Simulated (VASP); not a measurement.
The system is Ru.

```
CELL_PARAMETERS angstrom
2.70580 0.00000 0.00000
-1.35290 2.34329 0.00000
0.00000 0.00000 4.28190
ATOMIC_POSITIONS crystal
Ru 0.33333 0.66667 0.25000
Ru 0.66667 0.33333 0.75000
```

| Quantity | Value |
| --- | --- |
| Program | VASP 6.6.1 |
| Task | relaxation of cell and atoms |
| Functional | PBEsol |
| Potentials or basis | VASP PAW PBE potentials, release 64 (Ru_pv) |
| Cutoff | 600 eV |
| k mesh | 11 × 11 × 6 |
| Occupations | fermi-dirac, width 0.1 eV |
| Spin | no spin polarisation |

At the start: pressure -6.1 GPa; volume 13.57 Å³/atom.

Task: Where does the relaxation end?

Result: Over 3 steps the energy falls by 4.8 meV/atom and the volume is 13.33 Å³/atom (-1.8 %); space group P6_3/mmc (No. 194, to 0.1 Å) before and after.

The path:
```csv
step,energy change (eV),largest force (eV/Å),pressure (GPa),volume (Å³)
1,0.0000,0.0000,-6.10,27.15
2,0.0914,0.0000,23.04,25.17
3,-0.0097,0.0000,-0.20,26.67
```

Final structure:
```xyz
2
Lattice="2.6902 0.0000 0.0000 -1.3451 2.3298 0.0000 0.0000 0.0000 4.2545" Properties=species:S:1:pos:R:3 pbc="T T T"
Ru    0.0000    1.5532    1.0636
Ru    1.3451    0.7766    3.1909
```

Caveat: the PAW data sets were made with another functional, which shifts forces and pressure a little.
